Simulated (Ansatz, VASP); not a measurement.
BaTiO3: VASP beside Ansatz

Contents of INCAR:

```
SYSTEM = BaTiO3
PREC = Accurate ; ENCUT = 520
EDIFF = 1E-6 ; ISMEAR = 0
SIGMA = 0.05 ; LREAL = .False.
LASPH = .True. ; NELM = 80
ALGO = Normal ; ISIF = 2
LWAVE = .False. ; LCHARG = .False.
GGA = PE ; NBANDS = 28
```

The input KPOINTS:

```
regular mesh
0
Gamma
  8 8 8
  0 0 0
```

POSCAR

```
BaTiO3
1.0
    3.8584625870      0.0000000000      0.0000000000
    0.0000000000      3.8584625870      0.0000000000
    0.0000000000      0.0000000000      4.1800525732
Ba Ti O
1 1 3
Direct
    0.0000000000      0.0000000000      0.0000000000
    0.5000000000      0.5000000000      0.5000000000
    0.5000000000      0.5000000000      0.0000000000
    0.5000000000      0.0000000000      0.5000000000
    0.0000000000      0.5000000000      0.5000000000
```

Input for Ansatz:

```yaml
crystal:
  lattice:
    - [3.858462587, 0.0, 0.0]
    - [0.0, 3.858462587, 0.0]
    - [0.0, 0.0, 4.1800525732]
  atoms:
    - { symbol: Ba, position: [0.0, 0.0, 0.0] }
    - { symbol: Ti, position: [0.5, 0.5, 0.5] }
    - { symbol: O, position: [0.5, 0.5, 0.0] }
    - { symbol: O, position: [0.5, 0.0, 0.5] }
    - { symbol: O, position: [0.0, 0.5, 0.5] }
basis:
  ecutwfc: 420
kpoints:
  mp_grid: { grid: [8, 8, 8] }
hamiltonian:
  xc: pbe
scf:
  occupations: { method: gaussian, width: 0.05 }
output:
  forces: true
  stress: true
  eigenvalues: true
```

Change from the starting cell: strain -0.040 along x and y, +0.040 along z, atoms carried along.

Alike in both runs: task single point; functional PBE; k mesh 8 × 8 × 8; occupations gaussian, width 0.05 eV; no spin polarisation.

|  | VASP | Ansatz |
| --- | --- | --- |
| version | VASP 6.6.1 | Ansatz 0.2.0 |
| potentials or method | VASP PAW PBE potentials, release 64 (Ba_sv, Ti_sv, O), cutoff 520 eV | scalar-relativistic, plane waves, PAW |
| valence electrons in the cell | 40 | 40 |

Ansatz gave:

| Quantity | Value |
| --- | --- |
| gap on the k mesh at the Fermi level (eV) | 1.70 |
| least direct gap on the mesh (eV) | 1.87 |
| pressure (GPa) | 9.3 |
| traceless stress, the component that is largest in VASP (GPa) | -10.88 |

Task: Which values does VASP return?

Result: gap on the k mesh at the Fermi level (eV): 1.64; least direct gap on the mesh (eV): 1.83; pressure (GPa): 11.3; traceless stress, the component that is largest in VASP (GPa): -11.32.

Neither program's run includes spin-orbit coupling.
